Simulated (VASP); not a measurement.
# Ir (P6_3/mmc) in VASP: notebook, part 2 of 2

VASP 6.6.1.

## 5. Single point, PBE

The input, INCAR:

```
ALGO = Fast
EDIFF = 1E-7
ENCUT = 520
GGA = PE
ISIF = 2
ISMEAR = 0
LASPH = T
LCHARG = F
LREAL = F
LWAVE = F
NBANDS = 16
NELM = 80
PREC = Accurate
SIGMA = 0.027000000000000003
```

The input, KPOINTS:

```
k-points
0
Gamma
  11 11 6
```

The input, POSCAR:

```
Ir
1.0
    2.7513778946      0.0000000000      0.0000000000
   -1.3756889473      2.3827631521      0.0000000000
    0.0000000000      0.0000000000      4.4622900000
Ir
2
Direct
    0.3333333333      0.6666666667      0.2500000000
    0.6666666667      0.3333333333      0.7500000000
```

Potentials or basis: VASP PAW PBE potentials, release 64 (Ir).

Launch:

```
> cat potpaw_PBE.64/Ir/POTCAR > POTCAR
> mpirun -np 1 vasp_std > vasp.out
```

OUTCAR:

```text
EDIFF = 1E-7
   ENCUT = 520
   GGA = PE
   ISIF = 2
   ISMEAR = 0
   LASPH = T
   LREAL = F
   NELM = 80
   PREC = Accurate

 ion  position               nearest neighbor table
   1  0.333  0.667  0.250-   2 2.74   2 2.74   2 2.74   2 2.74   2 2.74   2 2.74
   2  0.667  0.333  0.750-   1 2.74   1 2.74   1 2.74   1 2.74   1 2.74   1 2.74

  LATTYP: Found a hexagonal cell.
 ALAT       =     2.7513778946
 C/A-ratio  =     1.6218382828

  Lattice vectors:

 A1 = (   2.7513778946,   0.0000000000,   0.0000000000)
 A2 = (  -1.3756889473,   2.3827631521,   0.0000000000)
 A3 = (   0.0000000000,   0.0000000000,   4.4622900000)

Analysis of symmetry for initial positions (statically):
=====================================================================
 Subroutine PRICEL returns:
 Original cell was already a primitive cell.

 Routine SETGRP: Setting up the symmetry group for a
 hexagonal supercell.

 Subroutine GETGRP returns: Found 24 space group operations
 (whereof 12 operations were pure point group operations)
 out of a pool of 24 trial point group operations.

The static configuration has the point symmetry D_3d.
 The point group associated with its full space group is D_6h.

Analysis of symmetry for dynamics (positions and initial velocities):
=====================================================================
 Subroutine PRICEL returns:
 Original cell was already a primitive cell.

 Routine SETGRP: Setting up the symmetry group for a
 hexagonal supercell.

 Subroutine GETGRP returns: Found 24 space group operations
 (whereof 12 operations were pure point group operations)
 out of a pool of 24 trial point group operations.

The dynamic configuration has the point symmetry D_3d.
 The point group associated with its full space group is D_6h.

 Subroutine INISYM returns: Found 24 space group operations
 (whereof 12 operations are pure point group operations),
 and found     1 'primitive' translations

[... 111 lines left out ...]
   IALGO  =     68    algorithm
   IMIX   =      4    mixing-type and parameters
     AMIX     =   0.40;   BMIX     =  1.00
     AMIX_MAG =   1.60;   BMIX_MAG =  1.00
  volume/ion in A,a.u.               =      14.63        98.71
  Fermi-wavevector in a.u.,A,eV,Ry     =   1.392417  2.631287 26.379323  1.938826
  Thomas-Fermi vector in A             =   2.516162
   LORBIT       =      0    0 simple, 1 ext, 2 COOP (PROOUT), +10 PAW based schemes
   GGA     = PE    functional components
   LHFCALC =     F    Hartree Fock is set to
   AEXX    =    0.0000 exact exchange contribution
   IVDW    =     0    specifies the selected vdW correction
   LEPSILON=     F    determine dielectric tensor
   LRPA    =     F    only Hartree local field effects (RPA)
 non-spin polarized calculation
 RMM-DIIS sequential band-by-band and
 Gauss-broadening in eV      SIGMA  =   0.03
  energy-cutoff  :      520.00
  volume of cell :       29.25
 maximum number of plane-waves:       796
   NGX = 11   NGY = 11   NGZ = 17

 number of electron      18.0000000 magnetization

 Free energy of the ion-electron system (eV)
  ---------------------------------------------------
  ext. energy  EPLUGINS =         0.00000000
  ---------------------------------------------------
  free energy    TOTEN  =       -17.52205002 eV

  energy without entropy =      -17.52016025  energy(sigma->0) =      -17.52110513

 E-fermi :   9.9332     XC(G=0): -13.7907

 val. band max:        9.9196139963   @ k =   0.3636   0.1818   0.1667
 cond. band min:       9.9380966727   @ k =   0.2727   0.0909   0.3333
 fundamental gap:      0.0184826764
 Fermi energy:         9.9331547094

 k-point     1 :       0.0000    0.0000    0.0000
  band No.  band energies     occupation
      1      -0.9272      2.00000
      2       2.1085      2.00000
      3       6.1872      2.00000
      4       6.2907      2.00000
      5       6.2907      2.00000
      6       6.9147      2.00000
[... 433 lines left out ...]
      3       4.8250      2.00000
      4       5.0530      2.00000
      5       6.0078      2.00000
      6       6.6038      2.00000
[... 8 lines left out ...]
     15      25.0477      0.00000
     16      26.4445      0.00000

 [... further k-points ...]

------------------------ aborting loop because EDIFF is reached ----------------------------------------

  FORCE on cell =-STRESS in cart. coord.  units (eV):
  Direction    XX          YY          ZZ          XY          YZ          ZX
  --------------------------------------------------------------------------------------
  -------------------------------------------------------------------------------------
  Total       -0.2124218     -0.2124218     -0.0976777      0.0000000      0.0000000      0.0000000
  in kB      -11.6337750    -11.6337750     -5.3495474      0.0000000      0.0000000      0.0000000
  external PRESSURE =      -9.5390325 kB  Pullay stress =       0.0000000 kB

 VOLUME and BASIS-vectors are now :
 -----------------------------------------------------------------------------
  energy-cutoff  :      520.00
  volume of cell :       29.25
      direct lattice vectors                 reciprocal lattice vectors
     2.751377895  0.000000000  0.000000000     0.363454254  0.209840411  0.000000000
    -1.375688947  2.382763152  0.000000000     0.000000000  0.419680823  0.000000000
     0.000000000  0.000000000  4.462290000     0.000000000  0.000000000  0.224100182

 POSITION                                       TOTAL-FORCE (eV/Angst)
 -----------------------------------------------------------------------------------
     -0.00000      1.58851      1.11557         0.000000     -0.000000      0.000000
      1.37569      0.79425      3.34672        -0.000000      0.000000      0.000000
 -----------------------------------------------------------------------------------
    total drift:                                0.000000     -0.000000     -0.000000

  FREE ENERGIE OF THE ION-ELECTRON SYSTEM (eV)
  ---------------------------------------------------
  free  energy   TOTEN  =       -17.5220500163 eV

  energy  without entropy=      -17.5201602526  energy(sigma->0) =      -17.52110513
```

Run time: 70 s. Hardware: 1 thread of Intel Xeon 8259CL, shared host; peak memory 0.15 GiB.

Results:

```
Free energy            : -17.5221 eV
Pressure               : -1.0 GPa
Band gap on the k mesh : zero (band 9 reaches 10.85 eV, above the bottom of band 10 at 7.78 eV)
```

Stress tensor (GPa, compression positive):
```
-1.16  0.00  0.00
 0.00 -1.16  0.00
 0.00  0.00 -0.53
```

Levels at points of the mesh, in eV from the Fermi level:
| k point | band 7 | band 8 | band 9 | band 10 | band 11 | band 12 |
| --- | --- | --- | --- | --- | --- | --- |
| (0.00, 0.00, 0.00) | -3.02 | -2.26 | -2.26 | -0.72 | 0.27 | 0.27 |
| (0.00, 0.00, 0.50) | -3.76 | -3.76 | -0.45 | -0.45 | -0.45 | -0.45 |

Caveat: spin-orbit coupling is left out, which moves the levels of the heavy elements.

## 6. Single point, PBE

The input, INCAR:

```
ALGO = Normal
EDIFF = 1E-6
ENCUT = 520
GGA = PE
ISIF = 2
ISMEAR = 0
LASPH = T
LCHARG = F
LREAL = F
LWAVE = F
NBANDS = 16
NELM = 100
PREC = Accurate
SIGMA = 0.028000000000000004
```

KPOINTS is that of step 5.

POSCAR is that of step 5.

Potentials or basis: VASP PAW PBE potentials, release 64 (Ir).

Launch:

```
> cat potpaw_PBE.64/Ir/POTCAR > POTCAR
> mpirun -np 1 vasp_std > vasp.out
```

OUTCAR:

```text
EDIFF = 1E-6
   ENCUT = 520
   GGA = PE
   ISIF = 2
   ISMEAR = 0
   LASPH = T
   LREAL = F
   NELM = 100
   PREC = Accurate

 ion  position               nearest neighbor table
   1  0.333  0.667  0.250-   2 2.74   2 2.74   2 2.74   2 2.74   2 2.74   2 2.74
   2  0.667  0.333  0.750-   1 2.74   1 2.74   1 2.74   1 2.74   1 2.74   1 2.74

  LATTYP: Found a hexagonal cell.
 ALAT       =     2.7513778946
 C/A-ratio  =     1.6218382828

  Lattice vectors:

[... 643 lines left out ...]
 [... further k-points ...]

------------------------ aborting loop because EDIFF is reached ----------------------------------------

  FORCE on cell =-STRESS in cart. coord.  units (eV):
  Direction    XX          YY          ZZ          XY          YZ          ZX
  --------------------------------------------------------------------------------------
  -------------------------------------------------------------------------------------
  Total       -0.2107491     -0.2107491     -0.1010570     -0.0000000      0.0000000     -0.0000000
  in kB      -11.5421687    -11.5421687     -5.5346223     -0.0000000      0.0000000     -0.0000000
  external PRESSURE =      -9.5396532 kB  Pullay stress =       0.0000000 kB

 VOLUME and BASIS-vectors are now :
 -----------------------------------------------------------------------------
  energy-cutoff  :      520.00
  volume of cell :       29.25
      direct lattice vectors                 reciprocal lattice vectors
     2.751377895  0.000000000  0.000000000     0.363454254  0.209840411  0.000000000
    -1.375688947  2.382763152  0.000000000     0.000000000  0.419680823  0.000000000
     0.000000000  0.000000000  4.462290000     0.000000000  0.000000000  0.224100182

 POSITION                                       TOTAL-FORCE (eV/Angst)
 -----------------------------------------------------------------------------------
     -0.00000      1.58851      1.11557        -0.000000      0.000000      0.000000
      1.37569      0.79425      3.34672         0.000000     -0.000000      0.000000
 -----------------------------------------------------------------------------------
    total drift:                                0.000000     -0.000000     -0.000000

  FREE ENERGIE OF THE ION-ELECTRON SYSTEM (eV)
  ---------------------------------------------------
  free  energy   TOTEN  =       -17.5221212983 eV

  energy  without entropy=      -17.5201006052  energy(sigma->0) =      -17.52111095
```

stdout:

```text
POSCAR found type information on POSCAR Ir
 POSCAR found :  1 types and       2 ions
 scaLAPACK will be used
 LDA part: xc-table for (Slater+PW92), standard interpolation
 POSCAR, INCAR and KPOINTS ok, starting setup
 FFT: planning ... GRIDC
 FFT: planning ... GRID_SOFT
 FFT: planning ... GRID
 WAVECAR not read
 entering main loop
```

Run time: 47 s. Hardware: 1 thread of Intel Xeon 8259CL, shared host; peak memory 0.16 GiB.

What came out:

```yaml
Free_energy: -17.5221 eV
Pressure: -1.0 GPa
Band_gap_on_the_k_mesh: zero (band 9 reaches 10.85 eV, above the bottom of band 10 at 7.78 eV)
```

Caveat: spin-orbit coupling is left out, which moves the levels of the heavy elements.

## 7. Summary

```tsv
task	level	cell	cutoff (eV)	smearing	gap on the mesh (eV)	pressure (GPa)	relaxed volume (Å³/atom)
relaxation of cell and atoms	revPBE	relaxed from a = 2.751, b = 2.751, c = 4.462 Å, angles 90.0, 90.0, 120.0°, 2 atoms	600	fermi-dirac 0.05 eV	none	0.0	14.72
relaxation of cell and atoms	BLYP	relaxed from a = 2.751, b = 2.751, c = 4.462 Å, angles 90.0, 90.0, 120.0°, 2 atoms	600	fermi-dirac 0.05 eV	none	0.0	15.46
single point	BLYP+D4	a = 2.742, b = 2.742, c = 4.447 Å, angles 90.0, 90.0, 120.0°, 2 atoms	520	fermi-dirac 0.05 eV	none	3.0	-
single point	PBE	a = 2.751, b = 2.751, c = 4.462 Å, angles 90.0, 90.0, 120.0°, 2 atoms	520	gaussian 0.027 eV	none	-1.0	-
single point	PBE	a = 2.751, b = 2.751, c = 4.462 Å, angles 90.0, 90.0, 120.0°, 2 atoms	520	gaussian 0.028 eV	none	-1.0	-
```

Alike in all rows: potentials or basis VASP PAW PBE potentials, release 64 (Ir); no spin polarisation; k mesh 11 × 11 × 6.

Caveats: spin-orbit coupling is left out, which moves the levels of the heavy elements; the PAW data sets were made with another functional, which shifts forces and pressure a little (some runs); pairwise dispersion overbinds metals, which lowers pressure and volume (some runs).

Total energies depend on the potentials used, so only differences within one code and one set of settings carry meaning.
